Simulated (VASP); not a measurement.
# Al4Ru3Rh in VASP: notebook

Al4Ru3Rh is run at these levels: PBE; tasks: single point.

All numbers are computed with VASP 6.6.1; they aren't measurements. Logs are shortened: lines on timing, memory, paths and dates and some standing lists are left out, and cuts for length are marked.

## Step 1: The cell of the first run

The cell holds a slab with vacuum, 8 atoms: a = 3.004 Å, b = 4.249 Å, c = 22.373 Å, α = 90.00°, β = 90.00°, γ = 90.00°.

## Step 2: Single point, PBE

INCAR reads:

```
SYSTEM = Al4Ru3Rh
PREC = Accurate
ENCUT = 520
EDIFF = 1E-6
ISMEAR = -1
SIGMA = 0.1
LREAL = .False.
LASPH = .True.
NELM = 100
ALGO = Normal
ISIF = 2
LWAVE = .False.
LCHARG = .True.
LDIPOL = .True.
IDIPOL = 3
DIPOL = 0.5 0.5 0.500
GGA = PE
LELF = .True.
LVHAR = .True.
LVACPOTAV = .True.
NBANDS = 44
```

KPOINTS reads:

```
Automatic mesh
0
Gamma
  12 9 1
  0 0 0
```

POSCAR reads:

```
Al4Ru3Rh
1.0
    3.0043569640      0.0000000000      0.0000000000
    0.0000000000      4.2488023647      0.0000000000
    0.0000000000      0.0000000000     22.3732000000
Rh Al Ru
1 4 3
Direct
    0.7500000000      0.0000000000      0.3588828326
    0.2500000000      0.5000000000      0.3582529249
    0.2500000000      0.0000000000      0.4529475953
    0.2500000000      0.5000000000      0.5470523723
    0.2500000000      0.0000000000      0.6417471402
    0.7500000000      0.5000000000      0.4530463199
    0.7500000000      0.0000000000      0.5469536590
    0.7500000000      0.5000000000      0.6411171548
```

Potentials or basis: VASP PAW PBE potentials, release 64 (Rh_pv, Al, Ru_pv).

Command:

```sh
> cat potpaw_PBE.64/Rh_pv/POTCAR potpaw_PBE.64/Al/POTCAR potpaw_PBE.64/Ru_pv/POTCAR > POTCAR
> mpirun -np 1 vasp_std > vasp.out
```

OUTCAR:

```text
SYSTEM = Al4Ru3Rh
   PREC = Accurate
   ENCUT = 520
   EDIFF = 1E-6
   ISMEAR = -1
   LREAL = .False.
   LASPH = .True.
   NELM = 100
   ISIF = 2
   GGA = PE

 ion  position               nearest neighbor table
   1  0.750  0.000  0.359-   3 2.59   3 2.59   2 2.60   2 2.60   2 2.60   2 2.60   6 2.99   6 2.99

   2  0.250  0.500  0.358-   6 2.60   6 2.60   1 2.60   1 2.60   1 2.60   1 2.60   3 3.00   3 3.00

   3  0.250  0.000  0.453-   7 2.58   7 2.58   1 2.59   1 2.59   6 2.60   6 2.60   6 2.60   6 2.60
                             4 2.99   4 2.99   2 3.00   2 3.00
   4  0.250  0.500  0.547-   6 2.58   6 2.58   8 2.59   8 2.59   7 2.60   7 2.60   7 2.60   7 2.60
                             3 2.99   3 2.99   5 3.00   5 3.00
   5  0.250  0.000  0.642-   7 2.60   7 2.60   8 2.60   8 2.60   8 2.60   8 2.60   4 3.00   4 3.00

   6  0.750  0.500  0.453-   4 2.58   4 2.58   2 2.60   2 2.60   3 2.60   3 2.60   3 2.60   3 2.60
                             7 2.99   7 2.99   1 2.99   1 2.99
   7  0.750  0.000  0.547-   3 2.58   3 2.58   5 2.60   5 2.60   4 2.60   4 2.60   4 2.60   4 2.60
                             6 2.99   6 2.99   8 2.99   8 2.99
   8  0.750  0.500  0.641-   4 2.59   4 2.59   5 2.60   5 2.60   5 2.60   5 2.60   7 2.99   7 2.99

  LATTYP: Found a simple orthorhombic cell.
 ALAT       =     3.0043569640
 B/A-ratio  =     1.4142135624
 C/A-ratio  =     7.4469180154

  Lattice vectors:

 A1 = (   3.0043569640,   0.0000000000,   0.0000000000)
 A2 = (   0.0000000000,   4.2488023647,   0.0000000000)
 A3 = (   0.0000000000,   0.0000000000,  22.3732000000)

Analysis of symmetry for initial positions (statically):
=====================================================================
 Subroutine PRICEL returns:
 Original cell was already a primitive cell.

 Routine SETGRP: Setting up the symmetry group for a
 simple orthorhombic supercell.

 Subroutine GETGRP returns: Found  4 space group operations
 (whereof  2 operations were pure point group operations)
 out of a pool of  8 trial point group operations.

The static configuration has the point symmetry C_1h.
 The point group associated with its full space group is C_2v.

Analysis of symmetry for dynamics (positions and initial velocities):
=====================================================================
 Subroutine PRICEL returns:
 Original cell was already a primitive cell.

 Routine SETGRP: Setting up the symmetry group for a
 simple orthorhombic supercell.

 Subroutine GETGRP returns: Found  4 space group operations
 (whereof  2 operations were pure point group operations)
 out of a pool of  8 trial point group operations.

The dynamic configuration has the point symmetry C_1h.
 The point group associated with its full space group is C_2v.

 Subroutine INISYM returns: Found  4 space group operations
 (whereof  2 operations are pure point group operations),
 and found     1 'primitive' translations

----------------------------------------------------------------------------------------

                                     Primitive cell

  volume of cell :     285.5921

  direct lattice vectors                    reciprocal lattice vectors
     3.004356964  0.000000000  0.000000000     0.332849928  0.000000000  0.000000000
     0.000000000  4.248802365  0.000000000     0.000000000  0.235360441  0.000000000
     0.000000000  0.000000000 22.373200000     0.000000000  0.000000000  0.044696333

  length of vectors
     3.004356964  4.248802365 22.373200000     0.332849928  0.235360441  0.044696333

  position of ions in fractional coordinates (direct lattice)
     0.750000000  0.000000000  0.358882833
     0.250000000  0.500000000  0.358252925
     0.250000000  0.000000000  0.452947595
     0.250000000  0.500000000  0.547052372
     0.250000000  0.000000000  0.641747140
     0.750000000  0.500000000  0.453046320
     0.750000000  0.000000000  0.546953659
     0.750000000  0.500000000  0.641117155

  ion indices of the primitive-cell ions
   primitive index   ion index
                 1           1
                 2           2
                 3           3
                 4           4
                 5           5
                 6           6
                 7           7
                 8           8

----------------------------------------------------------------------------------------

 KPOINTS: Automatic mesh

Automatic generation of k-mesh.
 Grid dimensions read from file:
 generate k-points for:   12    9    1

 Generating k-lattice:

  Cartesian coordinates                     Fractional coordinates (reciprocal lattice)
     0.027737494  0.000000000  0.000000000     0.083333333  0.000000000  0.000000000
     0.000000000  0.026151160  0.000000000     0.000000000  0.111111111  0.000000000
     0.000000000  0.000000000  0.044696333     0.000000000  0.000000000  1.000000000

  Length of vectors
     0.027737494  0.026151160  0.044696333

  Shift w.r.t. Gamma in fractional coordinates (k-lattice)
     0.000000000  0.000000000  0.000000000

 Subroutine IBZKPT returns following result:
 ===========================================

 Found     35 irreducible k-points:

 Following reciprocal coordinates:
            Coordinates               Weight
  0.000000  0.000000  0.000000      1.000000
  0.083333  0.000000  0.000000      2.000000
  0.166667  0.000000  0.000000      2.000000
  0.250000  0.000000  0.000000      2.000000
  0.333333  0.000000  0.000000      2.000000
  0.416667  0.000000  0.000000      2.000000
[... 16 lines left out ...]
  0.083333  0.333333  0.000000      4.000000
  0.166667  0.333333  0.000000      4.000000
 [... further k-points ...]
   k-points           NKPTS =     35   k-points in BZ     NKDIM =     35   number of bands    NBANDS=     44
   number of dos      NEDOS =    301   number of ions     NIONS =      8
   total plane-waves  NPLWV = 129024
   dimension x,y,z NGX =    24 NGY =   32 NGZ =  168
   dimension x,y,z NGXF=    48 NGYF=   64 NGZF=  336
   ions per type =               1   4   3
   NGX,Y,Z   is equivalent  to a cutoff of  13.28, 12.52, 12.48 a.u.
   NGXF,Y,Z  is equivalent  to a cutoff of  26.56, 25.04, 24.97 a.u.
 SYSTEM =  Al4Ru3Rh
   PREC   = accura    normal or accurate (medium, high low for compatibility)
   ISTART =      0    job   : 0-new  1-cont  2-samecut
   ICHARG =      2    charge: 1-file 2-atom 10-const
   ISPIN  =      1    spin polarized calculation?
   LNONCOLLINEAR =      F non collinear calculations
   LSORBIT =      F    spin-orbit coupling
   LASPH  =      T    aspherical Exc in radial PAW
   ENCUT  =  520.0 eV  38.22 Ry    6.18 a.u.   5.59  7.90 41.60*2*pi/ulx,y,z
   NELM   =    100;   NELMIN=  2; NELMDL= -5     # of ELM steps
   EDIFF  = 0.1E-05   stopping-criterion for ELM
   LREAL  =      F    real-space projection
   EDIFFG = 0.1E-04   stopping-criterion for IOM
   NSW    =      0    number of steps for IOM
   IBRION =     -1    ionic relax: 0-MD 1-quasi-New 2-CG
   NFREE  =      0    steps in history (QN), initial steepest desc. (CG)
   ISIF   =      2    stress and relaxation
   ISYM   =      2    0-nonsym 1-usesym 2-fastsym
   POTIM  = 0.5000    time-step for ionic-motion
   TEBEG  =    0.0;   TEEND  =   0.0 temperature during run
   PSTRESS=    0.0 pullay stress
   NELECT =      69.0000    total number of electrons
   NUPDOWN=      -1.0000    fix difference up-down
   EMIN   =  10.00;   EMAX   =-10.00  energy-range for DOS
   EFERMI =   0.00;   METHOD = LEGACY
   ISMEAR =    -1;   SIGMA  =   0.10  broadening in eV -4-tet -1-fermi 0-gaus
   EFERMI_NEDOS =   21; number of points for ismear=-14 and -15
   IALGO  =     38    algorithm
   IMIX   =      4    mixing-type and parameters
     AMIX     =   0.40;   BMIX     =  1.00
     AMIX_MAG =   1.60;   BMIX_MAG =  1.00
  volume/ion in A,a.u.               =      35.70       240.91
  Fermi-wavevector in a.u.,A,eV,Ry     =   1.019630  1.926821 14.145225  1.039645
  Thomas-Fermi vector in A             =   2.153154
   LORBIT       =      0    0 simple, 1 ext, 2 COOP (PROOUT), +10 PAW based schemes
   GGA     = PE    functional components
   LHFCALC =     F    Hartree Fock is set to
   AEXX    =    0.0000 exact exchange contribution
   IVDW    =     0    specifies the selected vdW correction
   LEPSILON=     F    determine dielectric tensor
   LRPA    =     F    only Hartree local field effects (RPA)
 non-spin polarized calculation
  energy-cutoff  :      520.00
  volume of cell :      285.59
 maximum number of plane-waves:      7739
 NGX is ok and might be reduce to    24
   NGX = 11   NGY = 15   NGZ = 83

 dipolmoment           0.000000      0.000000     -0.016921 electrons x Angstroem

 number of electron      68.9999992 magnetization

 dipolmoment           0.000000      0.000000      0.001771 electrons x Angstroem

 Free energy of the ion-electron system (eV)
  ---------------------------------------------------
  ext. energy  EPLUGINS =         0.00000000
  ---------------------------------------------------
  free energy    TOTEN  =       -52.76704303 eV

  energy without entropy =      -52.56263719  energy(sigma->0) =      -52.66484011

 E-fermi :   1.1957     XC(G=0):  -5.6331

 val. band max:        1.1872361173   @ k =   0.0833   0.2222   0.0000
 cond. band min:       1.2019164687   @ k =   0.0833   0.4444   0.0000
 fundamental gap:      0.0146803514
 Fermi energy:         1.1957345186

 k-point     1 :       0.0000    0.0000    0.0000
  band No.  band energies     occupation
      1     -44.5788      2.00000
      2     -44.5559      2.00000
      3     -44.4934      2.00000
      4     -40.7954      2.00000
      5     -40.7953      2.00000
      6     -40.6841      2.00000
[... 36 lines left out ...]
     43       6.1585      0.00000
     44       6.3934      0.00000
[... 1040 lines left out ...]
      4     -40.8027      2.00000
      5     -40.7990      2.00000
      6     -40.6911      2.00000
[... 36 lines left out ...]
     43       6.6287      0.00000
     44       6.8514      0.00000

 [... further k-points ...]

------------------------ aborting loop because EDIFF is reached ----------------------------------------

  FORCE on cell =-STRESS in cart. coord.  units (eV):
  Direction    XX          YY          ZZ          XY          YZ          ZX
  --------------------------------------------------------------------------------------
  -------------------------------------------------------------------------------------
  Total       -4.2514597     -4.8820865     -0.4584256      0.0000000      0.0000000      0.0000000
  in kB      -23.8507745    -27.3886035     -2.5717766      0.0000000      0.0000000      0.0000000
  external PRESSURE =     -17.9370516 kB  Pullay stress =       0.0000000 kB

 VOLUME and BASIS-vectors are now :
 -----------------------------------------------------------------------------
  energy-cutoff  :      520.00
  volume of cell :      285.59
      direct lattice vectors                 reciprocal lattice vectors
     3.004356964  0.000000000  0.000000000     0.332849928  0.000000000  0.000000000
     0.000000000  4.248802365  0.000000000     0.000000000  0.235360441  0.000000000
     0.000000000  0.000000000 22.373200000     0.000000000  0.000000000  0.044696333

 POSITION                                       TOTAL-FORCE (eV/Angst)
 -----------------------------------------------------------------------------------
      2.25327      0.00000      8.02936         0.000000      0.000000      0.085775
      0.75109      2.12440      8.01526         0.000000      0.000000      0.064627
      0.75109      0.00000     10.13389         0.000000      0.000000     -0.052132
      0.75109      2.12440     12.23931         0.000000      0.000000      0.014881
      0.75109      0.00000     14.35794         0.000000      0.000000     -0.033401
      2.25327      2.12440     10.13610         0.000000      0.000000     -0.044383
      2.25327      0.00000     12.23710         0.000000      0.000000     -0.078558
      2.25327      2.12440     14.34384         0.000000      0.000000      0.043191
 -----------------------------------------------------------------------------------
    total drift:                                0.000000      0.000000     -0.000416

  FREE ENERGIE OF THE ION-ELECTRON SYSTEM (eV)
  ---------------------------------------------------
  free  energy   TOTEN  =       -52.7670430252 eV

  energy  without entropy=      -52.5626371933  energy(sigma->0) =      -52.66484011

 vacuum level on the upper side and lower side of the slab         5.894         5.869
```

Run time: 23 min. Hardware: 1 thread of Oxide Virtual Turin-like, shared host; peak memory 0.56 GiB.

What came out:

- Free energy: -52.7670 eV
- Largest force: 0.086 eV/Å
- Band gap on the k mesh: zero (an odd number of electrons rules out a gap without spin polarisation)

Forces in eV/Å, atoms in the order of the input:
```
Rh   0.000  0.000  0.086
Al   0.000  0.000  0.065
Al   0.000  0.000 -0.052
Al   0.000  0.000  0.015
Al   0.000  0.000 -0.033
Ru   0.000  0.000 -0.044
Ru   0.000  0.000 -0.079
Ru   0.000  0.000  0.043
```

Levels at points of the mesh, in eV from the Fermi level:
```tsv
k point	band 31	band 32	band 33	band 34	band 35	band 36	band 37	band 38	band 39	band 40
(0.00, 0.00, 0.00)	-0.85	-0.47	-0.42	-0.35	-0.21	-0.01	0.04	0.13	2.31	3.69
(0.50, 0.00, 0.00)	-0.50	0.03	0.61	0.76	0.86	1.72	2.21	2.33	2.55	3.33
```

[end of part 1 of 2]
